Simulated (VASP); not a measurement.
Input of a VASP 6.6.1 run:

Contents of POSCAR:

```
BiB
1.0
    0.0000000000      2.7174257187      2.7174257187
    2.7174257187      0.0000000000      2.7174257187
    2.7174257187      2.7174257187      0.0000000000
B Bi
1 1
Direct
    0.0000000000      0.0000000000      0.0000000000
    0.2500000000      0.2500000000      0.2500000000
```

INCAR.step1

```
  PREC = Accurate
  ENCUT = 520
  ISMEAR = 0
  SIGMA = 0.01
  LREAL = False
  LASPH = True
  NELM = 100
  NBANDS = 16
  GGA = PE
  ALGO = Normal
  EDIFF = 1E-4
  LWAVE = True
  LCHARG = False
```

The input INCAR.step2:

```
  PREC = Accurate
  ENCUT = 520
  EDIFF = 1E-7
  ISMEAR = 0
  SIGMA = 0.01
  LREAL = False
  LASPH = True
  NELM = 100
  ALGO = Normal
  ISIF = 2
  LWAVE = False
  LCHARG = True
  METAGGA = R2SCAN
  LMIXTAU = True
  LELF = True
  LVHAR = True
  NBANDS = 16
  ISTART = 1
```

Contents of KPOINTS:

```
regular mesh
0
Gamma
  8 8 8
```

Potentials or basis: VASP PAW PBE potentials, release 64 (B, Bi_d).

Run with:

```console
$ cat potpaw_PBE.64/B/POTCAR potpaw_PBE.64/Bi_d/POTCAR > POTCAR
$ cp INCAR.step1 INCAR
$ mpirun -np 1 vasp_std > vasp.out
$ cp INCAR.step2 INCAR
$ mpirun -np 1 vasp_std > vasp.out
```

Task: Predict the band gap on the k mesh.

Result: 0.63 eV, direct.

Task: Predict the pressure.

Result: 2.5 GPa.

Caveat: the cell differs from its parent crystal (strain -1.0%); the PAW data sets were made with another functional, which shifts forces and pressure a little; spin-orbit coupling is left out, which moves the levels of the heavy elements. A k mesh can miss the band edges.
